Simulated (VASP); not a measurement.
# TaSi2 (P6_422) in VASP: further runs

The runs below take TaSi2 through single point, with r2SCAN.

Everything below comes from runs of VASP 6.6.1. Logs are shortened: lines on timing, memory, paths and dates and some standing lists are left out, and cuts for length are marked.

### Step 1. The cell of the first run

The structure is hexagonal, space group P6_422 (No. 181). Conventional cell: a = 4.773 Å, b = 4.773 Å, c = 6.568 Å, α = 90.00°, β = 90.00°, γ = 120.00°. Ta (site symmetry 222) has 10 Si at 2.61 to 2.82 Å and 4 Ta at 3.24 Å within 3.4 Å. Within 3.4 Å of Si (site symmetry 2) lie 9 Si at 2.55 to 3.32 Å and 5 Ta at 2.61 to 2.82 Å.

### Step 2. Single point, r2SCAN

POSCAR reads:

```
TaSi2
1.0
    4.7733151223      0.0000000000      0.0000000000
   -2.3866575611      4.1338121561      0.0000000000
    0.0000000000      0.0000000000      6.5679729033
Ta Si
3 6
Direct
    0.0000000000      0.5000000000      0.3333333333
    0.5000000000      0.5000000000      0.6666666667
    0.5000000000      0.0000000000      0.0000000000
    0.3175214368      0.1587607184      0.3333333333
    0.1587607184      0.8412392816      0.6666666667
    0.8412392816      0.6824785632      0.0000000000
    0.6824785632      0.8412392816      0.3333333333
    0.8412392816      0.1587607184      0.6666666667
    0.1587607184      0.3175214368      0.0000000000
```

INCAR.step1 reads:

```
PREC     = Accurate       # precision mode
ENCUT    = 520            # plane-wave cutoff, eV
ISMEAR   = -1             # smearing method
SIGMA    = 0.05           # smearing width, eV
LREAL    = False          # projectors in reciprocal space
LASPH    = True           # aspherical terms in the spheres
NELM     = 100            # most SCF steps
NBANDS   = 38             # bands
GGA      = PE             # functional
ALGO     = Normal         # electronic algorithm
EDIFF    = 1E-4           # SCF threshold, eV
LWAVE    = True           # write WAVECAR
LCHARG   = False          # write CHGCAR
```

INCAR.step2 reads:

```
PREC     = Accurate       # precision mode
ENCUT    = 520            # plane-wave cutoff, eV
EDIFF    = 1E-6           # SCF threshold, eV
ISMEAR   = -1             # smearing method
SIGMA    = 0.05           # smearing width, eV
LREAL    = False          # projectors in reciprocal space
LASPH    = True           # aspherical terms in the spheres
NELM     = 100            # most SCF steps
ALGO     = Normal         # electronic algorithm
ISIF     = 2              # what is computed and relaxed
LWAVE    = False          # write WAVECAR
LCHARG   = False          # write CHGCAR
METAGGA  = R2SCAN         # meta-GGA
LMIXTAU  = True         
NBANDS   = 38             # bands
ISTART   = 1
```

KPOINTS reads:

```
regular mesh
0
Gamma
  7 7 4
```

Potentials or basis: VASP PAW PBE potentials, release 64 (Ta_pv, Si).

On the command line:

```bash
$ cat potpaw_PBE.64/Ta_pv/POTCAR potpaw_PBE.64/Si/POTCAR > POTCAR
$ cp INCAR.step1 INCAR
$ mpirun -np 1 vasp_std > vasp.out
$ cp INCAR.step2 INCAR
$ mpirun -np 1 vasp_std > vasp.out
```

OUTCAR:

```text
PREC = Accurate
   ENCUT = 520
   EDIFF = 1E-6
   ISMEAR = -1
   LREAL = False
   LASPH = True
   NELM = 100
   ISIF = 2
   METAGGA = R2SCAN
   ISTART = 1

 ion  position               nearest neighbor table
   1  0.000  0.500  0.333-   6 2.61   9 2.61   8 2.61   5 2.61   4 2.72   7 2.72   7 2.72   4 2.72
                             7 2.82   4 2.82   3 3.24   3 3.24   2 3.24   2 3.24
   2  0.500  0.500  0.667-   6 2.61   9 2.61   7 2.61   4 2.61   8 2.72   5 2.72   5 2.72   8 2.72
                             8 2.82   5 2.82   3 3.24   3 3.24   1 3.24   1 3.24
   3  0.500  0.000  0.000-   4 2.61   7 2.61   5 2.61   8 2.61   6 2.72   9 2.72   9 2.72   6 2.72
                             9 2.82   6 2.82   2 3.24   2 3.24   1 3.24   1 3.24
   4  0.318  0.159  0.333-   9 2.55   5 2.55   3 2.61   2 2.61   7 2.63   1 2.72   1 2.72   1 2.82
                             7 2.82   7 2.82
   5  0.159  0.841  0.667-   6 2.55   4 2.55   3 2.61   1 2.61   8 2.63   2 2.72   2 2.72   2 2.82
                             8 2.82   8 2.82
   6  0.841  0.682  0.000-   7 2.55   5 2.55   1 2.61   2 2.61   9 2.63   3 2.72   3 2.72   3 2.82
                             9 2.82   9 2.82
   7  0.682  0.841  0.333-   6 2.55   8 2.55   3 2.61   2 2.61   4 2.63   1 2.72   1 2.72   1 2.82
                             4 2.82   4 2.82
   8  0.841  0.159  0.667-   9 2.55   7 2.55   3 2.61   1 2.61   5 2.63   2 2.72   2 2.72   2 2.82
                             5 2.82   5 2.82
   9  0.159  0.318  0.000-   4 2.55   8 2.55   1 2.61   2 2.61   6 2.63   3 2.72   3 2.72   3 2.82
                             6 2.82   6 2.82

  LATTYP: Found a hexagonal cell.
 ALAT       =     4.7733151223
 C/A-ratio  =     1.3759772265

  Lattice vectors:

 A1 = (   4.7733151223,   0.0000000000,   0.0000000000)
 A2 = (  -2.3866575611,   4.1338121561,   0.0000000000)
 A3 = (   0.0000000000,   0.0000000000,   6.5679729033)

Analysis of symmetry for initial positions (statically):
=====================================================================
 Subroutine PRICEL returns:
 Original cell was already a primitive cell.

 Routine SETGRP: Setting up the symmetry group for a
 hexagonal supercell.

 Subroutine GETGRP returns: Found 12 space group operations
 (whereof  4 operations were pure point group operations)
 out of a pool of 24 trial point group operations.

The static configuration has the point symmetry D_2 .
 The point group associated with its full space group is D_6 .

Analysis of symmetry for dynamics (positions and initial velocities):
=====================================================================
 Subroutine PRICEL returns:
 Original cell was already a primitive cell.

 Routine SETGRP: Setting up the symmetry group for a
 hexagonal supercell.

 Subroutine GETGRP returns: Found 12 space group operations
 (whereof  4 operations were pure point group operations)
 out of a pool of 24 trial point group operations.

The dynamic configuration has the point symmetry D_2 .
 The point group associated with its full space group is D_6 .

 Subroutine INISYM returns: Found 12 space group operations
 (whereof  4 operations are pure point group operations),
 and found     1 'primitive' translations

----------------------------------------------------------------------------------------

                                     Primitive cell

  volume of cell :     129.5992

  direct lattice vectors                    reciprocal lattice vectors
     4.773315122  0.000000000  0.000000000     0.209498006  0.120953730  0.000000000
    -2.386657561  4.133812156  0.000000000     0.000000000  0.241907460  0.000000000
     0.000000000  0.000000000  6.567972903     0.000000000  0.000000000  0.152253978

  length of vectors
     4.773315122  4.773315122  6.567972903     0.241907460  0.241907460  0.152253978

  position of ions in fractional coordinates (direct lattice)
     1.000000000  0.500000000  0.333333333
     0.500000000  0.500000000  0.666666667
     0.500000000  0.000000000  0.000000000
     0.317521437  0.158760718  0.333333333
     0.158760718  0.841239282  0.666666667
     0.841239282  0.682478563  0.000000000
     0.682478563  0.841239282  0.333333333
     0.841239282  0.158760718  0.666666667
     0.158760718  0.317521437  0.000000000

  ion indices of the primitive-cell ions
   primitive index   ion index
                 1           1
                 2           2
                 3           3
                 4           4
                 5           5
                 6           6
                 7           7
                 8           8
                 9           9

----------------------------------------------------------------------------------------

 KPOINTS: regular mesh

Automatic generation of k-mesh.
 Grid dimensions read from file:
 generate k-points for:    7    7    4

 Generating k-lattice:

  Cartesian coordinates                     Fractional coordinates (reciprocal lattice)
     0.029928287  0.017279104  0.000000000     0.142857143  0.000000000  0.000000000
     0.000000000  0.034558209  0.000000000     0.000000000  0.142857143  0.000000000
     0.000000000  0.000000000  0.038063494     0.000000000  0.000000000  0.250000000

  Length of vectors
     0.034558209  0.034558209  0.038063494

  Shift w.r.t. Gamma in fractional coordinates (k-lattice)
     0.000000000  0.000000000  0.000000000

 Subroutine IBZKPT returns following result:
 ===========================================

 Found     24 irreducible k-points:

 Following reciprocal coordinates:
            Coordinates               Weight
  0.000000  0.000000  0.000000      1.000000
  0.142857  0.000000  0.000000      6.000000
  0.285714  0.000000  0.000000      6.000000
  0.428571  0.000000  0.000000      6.000000
  0.142857  0.142857  0.000000      6.000000
  0.285714  0.142857  0.000000     12.000000
[... 16 lines left out ...]
  0.428571  0.142857  0.500000      6.000000
  0.285714  0.285714  0.500000      6.000000
   k-points           NKPTS =     24   k-points in BZ     NKDIM =     24   number of bands    NBANDS=     38
   number of dos      NEDOS =    301   number of ions     NIONS =      9
   total plane-waves  NPLWV =  64800
   dimension x,y,z NGX =    36 NGY =   36 NGZ =   50
   dimension x,y,z NGXF=    72 NGYF=   72 NGZF=  100
   ions per type =               3   6
   NGX,Y,Z   is equivalent  to a cutoff of  12.54, 12.54, 12.66 a.u.
   NGXF,Y,Z  is equivalent  to a cutoff of  25.08, 25.08, 25.31 a.u.
 SYSTEM =  unknown system
   PREC   = accura    normal or accurate (medium, high low for compatibility)
   ISTART =      1    job   : 0-new  1-cont  2-samecut
   ICHARG =      0    charge: 1-file 2-atom 10-const
   ISPIN  =      1    spin polarized calculation?
   LNONCOLLINEAR =      F non collinear calculations
   LSORBIT =      F    spin-orbit coupling
   LASPH  =      T    aspherical Exc in radial PAW
   ENCUT  =  520.0 eV  38.22 Ry    6.18 a.u.   8.88  8.88 12.21*2*pi/ulx,y,z
   NELM   =    100;   NELMIN=  2; NELMDL=  0     # of ELM steps
   EDIFF  = 0.1E-05   stopping-criterion for ELM
   LREAL  =      F    real-space projection
   EDIFFG = 0.1E-04   stopping-criterion for IOM
   NSW    =      0    number of steps for IOM
   IBRION =     -1    ionic relax: 0-MD 1-quasi-New 2-CG
   NFREE  =      0    steps in history (QN), initial steepest desc. (CG)
   ISIF   =      2    stress and relaxation
   ISYM   =      2    0-nonsym 1-usesym 2-fastsym
   POTIM  = 0.5000    time-step for ionic-motion
   TEBEG  =    0.0;   TEEND  =   0.0 temperature during run
   PSTRESS=    0.0 pullay stress
   NELECT =      57.0000    total number of electrons
   NUPDOWN=      -1.0000    fix difference up-down
   EMIN   =  10.00;   EMAX   =-10.00  energy-range for DOS
   EFERMI =   0.00;   METHOD = LEGACY
   ISMEAR =    -1;   SIGMA  =   0.05  broadening in eV -4-tet -1-fermi 0-gaus
   EFERMI_NEDOS =   21; number of points for ismear=-14 and -15
   IALGO  =     38    algorithm
   IMIX   =      4    mixing-type and parameters
     AMIX     =   0.40;   BMIX     =  1.00
     AMIX_MAG =   1.60;   BMIX_MAG =  1.00
  volume/ion in A,a.u.               =      14.40        97.18
  Fermi-wavevector in a.u.,A,eV,Ry     =   1.244990  2.352689 21.089017  1.549999
  Thomas-Fermi vector in A             =   2.379232
   LORBIT       =      0    0 simple, 1 ext, 2 COOP (PROOUT), +10 PAW based schemes
   METAGGA = R2SCAN    functional components
   LHFCALC =     F    Hartree Fock is set to
   AEXX    =    0.0000 exact exchange contribution
   IVDW    =     0    specifies the selected vdW correction
   LEPSILON=     F    determine dielectric tensor
   LRPA    =     F    only Hartree local field effects (RPA)
 non-spin polarized calculation
  energy-cutoff  :      520.00
  volume of cell :      129.60
 maximum number of plane-waves:      3511
 NGX is ok and might be reduce to    36
   NGX = 17   NGY = 17   NGZ = 25

 number of electron      57.0000002 magnetization

 Free energy of the ion-electron system (eV)
  ---------------------------------------------------
  ext. energy  EPLUGINS =         0.00000000
  ---------------------------------------------------
  free energy    TOTEN  =      -202.43790263 eV

  energy without entropy =     -202.41293742  energy(sigma->0) =     -202.42542002

 E-fermi :   9.3969     XC(G=0): -13.0101

 val. band max:        9.3959724641   @ k =   0.4286   0.1429   0.2500
 cond. band min:       9.4138132154   @ k =   0.4286   0.1429   0.0000
 fundamental gap:      0.0178407513
 Fermi energy:         9.3968571495

 k-point     1 :       0.0000    0.0000    0.0000
  band No.  band energies     occupation
      1     -26.2031      2.00000
      2     -26.1981      2.00000
      3     -26.1981      2.00000
      4     -26.1306      2.00000
      5     -26.1306      2.00000
      6     -26.0235      2.00000
[... 30 lines left out ...]
     37      13.5733      0.00000
     38      13.7110      0.00000
[... 941 lines left out ...]
     37      13.1067      0.00000
     38      13.3876      0.00000

------------------------ aborting loop because EDIFF is reached ----------------------------------------

  FORCE on cell =-STRESS in cart. coord.  units (eV):
  Direction    XX          YY          ZZ          XY          YZ          ZX
  --------------------------------------------------------------------------------------
  -------------------------------------------------------------------------------------
  Total        0.2612295      0.2612295      0.1918017      0.0000000      0.0000000      0.0000000
  in kB        3.2294653      3.2294653      2.3711602      0.0000000      0.0000000      0.0000000
  external PRESSURE =       2.9433636 kB  Pullay stress =       0.0000000 kB

 VOLUME and BASIS-vectors are now :
 -----------------------------------------------------------------------------
  energy-cutoff  :      520.00
  volume of cell :      129.60
      direct lattice vectors                 reciprocal lattice vectors
     4.773315122  0.000000000  0.000000000     0.209498006  0.120953730  0.000000000
    -2.386657561  4.133812156  0.000000000     0.000000000  0.241907460  0.000000000
     0.000000000  0.000000000  6.567972903     0.000000000  0.000000000  0.152253978

 POSITION                                       TOTAL-FORCE (eV/Angst)
 -----------------------------------------------------------------------------------
     -1.19333      2.06691      2.18932         0.000000     -0.000000      0.000000
      1.19333      2.06691      4.37865        -0.000000      0.000000      0.000000
      2.38666      0.00000      0.00000        -0.000000      0.000000      0.000000
      1.13672      0.65629      2.18932        -0.009900     -0.005716     -0.000000
     -1.24994      3.47753      4.37865        -0.009900      0.005716     -0.000000
      2.38666      2.82124      0.00000         0.000000      0.011432      0.000000
      1.24994      3.47753      2.18932         0.009900      0.005716      0.000000
      3.63659      0.65629      4.37865         0.009900     -0.005716     -0.000000
      0.00000      1.31257      0.00000        -0.000000     -0.011432      0.000000
 -----------------------------------------------------------------------------------
    total drift:                                0.000000      0.000000     -0.000001

  FREE ENERGIE OF THE ION-ELECTRON SYSTEM (eV)
  ---------------------------------------------------
  free  energy   TOTEN  =      -202.4379026252 eV

  energy  without entropy=     -202.4129374165  energy(sigma->0) =     -202.42542002
```

Run time: 10 min. Hardware: 1 thread of Intel Xeon 8259CL, shared host; peak memory 0.31 GiB.

Results:

```
Free energy            : -202.4379 eV
Pressure               : 0.3 GPa
Largest force          : 0.011 eV/Å
Band gap on the k mesh : zero (an odd number of electrons rules out a gap without spin polarisation)
```

Forces in eV/Å, atoms in the order of the input:
```
Ta   0.000  0.000  0.000
Ta   0.000  0.000  0.000
Ta   0.000  0.000  0.000
Si  -0.010 -0.006  0.000
Si  -0.010  0.006  0.000
Si   0.000  0.011  0.000
Si   0.010  0.006  0.000
Si   0.010 -0.006  0.000
Si   0.000 -0.011  0.000
```

Stress tensor (GPa, compression positive):
```
0.32 0.00 0.00
0.00 0.32 0.00
0.00 0.00 0.24
```

Levels at points of the mesh, in eV from the Fermi level:
| k point | band 26 | band 27 | band 28 | band 29 | band 30 | band 31 | band 32 | band 33 |
| --- | --- | --- | --- | --- | --- | --- | --- | --- |
| (0.00, 0.00, 0.00) | -2.66 | -2.35 | -2.35 | -1.69 | 0.85 | 3.24 | 3.24 | 3.78 |
| (0.00, 0.00, 0.50) | -2.27 | -2.00 | -2.00 | 1.23 | 1.23 | 2.84 | 2.84 | 3.71 |

Caveat: the PAW data sets were made with another functional, which shifts forces and pressure a little; spin-orbit coupling is left out, which moves the levels of the heavy elements.

### Step 3. Single point, r2SCAN

This run uses another cell than the first one, of 14.47 Å³/atom.

POSCAR reads:

```
TaSi2
1.0
    4.7839000000      0.0000000000      0.0000000000
   -2.3919500000      4.1429789292      0.0000000000
    0.0000000000      0.0000000000      6.5700000000
Ta Si
3 6
Direct
    0.0000000000      0.5000000000      0.3333333333
    0.5000000000      0.5000000000      0.6666666667
    0.5000000000      0.0000000000      0.0000000000
    0.3179400000      0.1589700000      0.3333333333
    0.1589700000      0.8410300000      0.6666666667
    0.8410300000      0.6820600000      0.0000000000
    0.6820600000      0.8410300000      0.3333333333
    0.8410300000      0.1589700000      0.6666666667
    0.1589700000      0.3179400000      0.0000000000
```

INCAR.step1 reads:

```
PREC = Accurate
ENCUT = 520
ISMEAR = -1
SIGMA = 0.05
LREAL = F
LASPH = T
NELM = 100
NBANDS = 38
GGA = PE
ALGO = Normal
EDIFF = 1E-4
LWAVE = T
LCHARG = F
```

INCAR.step2 reads:

```
PREC = Accurate
ENCUT = 520
EDIFF = 1E-6
ISMEAR = -1
SIGMA = 0.05
LREAL = F
LASPH = T
NELM = 100
ALGO = Normal
ISIF = 2
LWAVE = F
LCHARG = F
METAGGA = R2SCAN
LMIXTAU = T
NBANDS = 38
ISTART = 1
```

KPOINTS is that of step 2.

Potentials or basis: VASP PAW PBE potentials, release 64 (Ta_pv, Si).

On the command line:

```bash
$ cat potpaw_PBE.64/Ta_pv/POTCAR potpaw_PBE.64/Si/POTCAR > POTCAR
$ cp INCAR.step1 INCAR
$ mpirun -np 1 vasp_std > vasp.out
$ cp INCAR.step2 INCAR
$ mpirun -np 1 vasp_std > vasp.out
```

Wall time 8.1 min (1 thread of Intel Xeon 8259CL, shared host); peak memory 0.31 GiB.

Results (log left out):

| Property | Result |
| --- | --- |
| Free energy | -202.4370 eV |
| Pressure | -0.6 GPa |
| Largest force | 0.041 eV/Å |
| Band gap on the k mesh | zero (an odd number of electrons rules out a gap without spin polarisation) |

Forces in eV/Å, atoms in the order of the input:
```
Ta   0.000  0.000  0.000
Ta   0.000  0.000  0.000
Ta   0.000  0.000  0.000
Si  -0.036 -0.021  0.000
Si  -0.036  0.021  0.000
Si   0.000  0.041  0.000
Si   0.036  0.021  0.000
Si   0.036 -0.021  0.000
Si   0.000 -0.041  0.000
```

Stress tensor (GPa, compression positive):
```
-0.74  0.00  0.00
 0.00 -0.74  0.00
 0.00  0.00 -0.28
```

Levels at points of the mesh, in eV from the Fermi level:
```tsv
k point	band 26	band 27	band 28	band 29	band 30	band 31	band 32	band 33
(0.00, 0.00, 0.00)	-2.64	-2.35	-2.35	-1.71	0.85	3.23	3.23	3.76
(0.00, 0.00, 0.50)	-2.26	-2.01	-2.01	1.24	1.24	2.83	2.83	3.70
```

Caveat: the PAW data sets were made with another functional, which shifts forces and pressure a little; spin-orbit coupling is left out, which moves the levels of the heavy elements.
